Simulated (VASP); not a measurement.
Set up this calculation in VASP 6.6.1, as the native input.

- Task: single point
- Functional: revPBE
- Dispersion: D3(BJ)
- Potentials or basis: VASP PAW PBE potentials, release 64 (I, Mg)
- Cutoff: 520 eV
- k mesh: 12 × 12 × 1
- Occupations: gaussian, width 0.03 eV
- Spin: no spin polarisation
- Dipole correction: yes
- Further INCAR settings: ALGO = Normal; EDIFF = 1e-06; NBANDS = 15; NELMDL = -8

The structure of MgI2 lies in POSCAR:

```
MgI2
1.0
    4.1170235157      0.0000000000      0.0000000000
   -2.0585117579      3.5654469526      0.0000000000
    0.0000000000      0.0000000000     30.5999999982
I Mg
2 1
Direct
    0.3333333333      0.6666666667      0.2290338258
    0.6666666667      0.3333333333      0.3395936253
    0.0000000000      0.0000000000      0.2843137255
```

One way to write it, as run:

INCAR

```
PREC = Accurate ; ENCUT = 520
EDIFF = 1E-6 ; ISMEAR = 0
SIGMA = 0.03 ; LREAL = False
LASPH = True ; NELM = 120
ALGO = Normal ; ISIF = 2
LWAVE = False ; LCHARG = True
LDIPOL = True ; IDIPOL = 3
DIPOL = 0.5 0.5 0.284 ; GGA = RE
IVDW = 12 ; LELF = True
LVHAR = True ; LVACPOTAV = True
NBANDS = 15 ; GGA_COMPAT = False
NELMDL = -8
```

KPOINTS

```
Automatic mesh
0
Gamma
  12 12 1
```

Potentials or basis: VASP PAW PBE potentials, release 64 (I, Mg).

Launch:

```sh
$ cat potpaw_PBE.64/I/POTCAR potpaw_PBE.64/Mg/POTCAR > POTCAR
$ mpirun -np 1 vasp_std > vasp.out
```

Results of the run:

```yaml
Largest_force: 0.013 eV/Å
Band_gap_on_the_k_mesh: 3.71 eV (least direct gap 4.19 eV)
Dispersion_energy_per_atom: -0.468 eV
```

Caveat: the PAW data sets were made with another functional, which shifts forces and pressure a little; spin-orbit coupling is left out, which moves the levels of the heavy elements.

Run time: 5.3 min on 1 thread of Intel(R) Xeon(R) Platinum 8375C CPU @ 2.90GHz (Ice Lake), on a shared host, peak memory 0.6 GiB.
